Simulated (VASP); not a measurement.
## Au: single point with PBEsol

Au:

```xyz
2
Lattice="2.8155 0.0000 0.0000 -0.0130 2.8202 0.0000 -1.1379 -1.1854 5.1210" Properties=species:S:1:pos:R:3 pbc="T T T"
Au    1.5740    1.5533    1.4034
Au    0.0907    0.0815    3.7175
```

```json
{"Program": "VASP 6.6.1", "Task": "single point", "Functional": "PBEsol", "Potentials or basis": "VASP PAW PBE potentials, release 64 (Au)", "Cutoff": "520 eV", "k mesh": "8 × 8 × 5", "Occupations": "fermi-dirac, width 0.05 eV", "Spin": "no spin polarisation"}
```

```json
{"Pressure": "-11.6 GPa", "Largest force": "0.064 eV/Å", "Band gap on the k mesh": "zero (bands 11 and 12 overlap by 5.12 eV)"}
```

Forces on the atoms (eV/Å):
```
Au  -0.008 -0.011  0.063
Au   0.008  0.011 -0.063
```

Stress tensor (GPa, compression positive):
```
-10.92   0.08  -0.08
  0.08 -11.15  -0.15
 -0.08  -0.15 -12.67
```

Levels at points of the mesh, in eV from the Fermi level:
```csv
k point,band 9,band 10,band 11,band 12,band 13,band 14
"(0.00, 0.00, 0.00)",-2.08,-1.82,-1.53,-0.11,2.04,14.07
"(0.50, 0.00, 0.00)",-2.19,-1.77,0.56,1.22,2.73,5.10
"(0.00, 0.50, 0.00)",-2.16,-1.80,0.51,1.22,2.60,5.06
"(0.50, 0.50, 0.00)",-0.69,-0.68,2.98,4.71,6.01,6.52
```

It took 120 s on 1 thread of Intel Xeon 8259CL, with other jobs on the host, peak memory 0.23 GiB.

Caveat: the cell stands under tension; the PAW data sets were made with another functional, which shifts forces and pressure a little; spin-orbit coupling is left out, which moves the levels of the heavy elements.
